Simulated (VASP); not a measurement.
# WSe2: single point with PBE+D3(BJ)

Slab: WSe2, a slab with vacuum.

```
CELL_PARAMETERS angstrom
3.24200 0.00000 0.00000
-1.62100 2.80765 0.00000
0.00000 0.00000 32.73738
ATOMIC_POSITIONS crystal
Se 0.33333 0.66667 0.45122
Se 0.33333 0.66667 0.54878
W 0.66667 0.33333 0.50000
```

| Property | Result |
| --- | --- |
| Program | VASP 6.6.1 |
| Task | single point |
| Functional | PBE |
| Dispersion | D3(BJ) |
| Potentials or basis | VASP PAW PBE potentials, release 64 (Se, W_sv) |
| Cutoff | 520 eV |
| k mesh | 9 × 9 × 1 |
| Occupations | gaussian, width 0.02 eV |
| Spin | no spin polarisation |
| Dipole correction | yes |
| Further INCAR settings | ALGO = Normal; EDIFF = 1e-07; NBANDS = 20 |

```
Largest force              : 2.161 eV/Å
Band gap on the k mesh     : 1.61 eV, direct
Dispersion energy per atom : -0.353 eV
```

Forces in eV/Å, atoms in the order of the input:
```
Se   0.000  0.000 -2.161
Se   0.000  0.000  2.161
W    0.000  0.000  0.000
```

Levels at points of the mesh, in eV from the valence-band top:
```csv
k point,band 10,band 11,band 12,band 13,band 14,band 15,band 16,band 17
"(0.00, 0.00, 0.00)",-2.06,-1.39,-1.39,-0.18,3.26,3.26,3.62,3.62
```

Run time: 87 s on 1 thread of AMD EPYC 9R45 96-Core Processor (Zen 5), with other jobs on the host, peak memory 0.37 GiB.

Caveat: spin-orbit coupling is left out, which moves the levels of the heavy elements.
